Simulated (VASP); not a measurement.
Al2Pt, 3 atoms in the cell. Symmetry: Fm-3m, No. 225, cubic system. Conventional cell: a = 5.910 Å, b = 5.910 Å, c = 5.910 Å, α = 90.00°, β = 90.00°, γ = 90.00°. Al (site symmetry -43m) has 4 Pt at 2.56 Å and 6 Al at 2.96 Å within 3.4 Å. Within 3.4 Å of Pt (site symmetry m-3m) lie 8 Al at 2.56 Å. 

| Quantity | Value |
| --- | --- |
| Program | VASP 6.6.1 |
| Task | relaxation of cell and atoms |
| Functional | LDA |
| Potentials or basis | VASP PAW LDA potentials, release 64 (Al, Pt) |
| Cutoff | 600 eV |
| k mesh | 9 × 9 × 9 |
| Occupations | fermi-dirac, width 0.1 eV |
| Spin | no spin polarisation |
| Dipole correction | no |
| Further INCAR settings | ALGO = Normal; EDIFF = 1e-07; IBRION = 2; EDIFFG = -0.01; NSW = 80; ISIF = 3 |

Potentials or basis: VASP PAW LDA potentials, release 64 (Al, Pt).

The run is started by

```sh
$ cat potpaw_LDA.64/Al/POTCAR potpaw_LDA.64/Pt/POTCAR > POTCAR
$ mpirun -np 1 vasp_std > vasp.out
```

Hardware: 1 thread of Intel Xeon 8259CL, with other jobs on the host.

Problem. Estimate the wall time of this run.

Solution. Run time: 2.4 min on 1 thread of Intel Xeon 8259CL (shared host), peak memory 0.19 GiB. Counts: scf iterations 29, k points 35, ion steps 3.
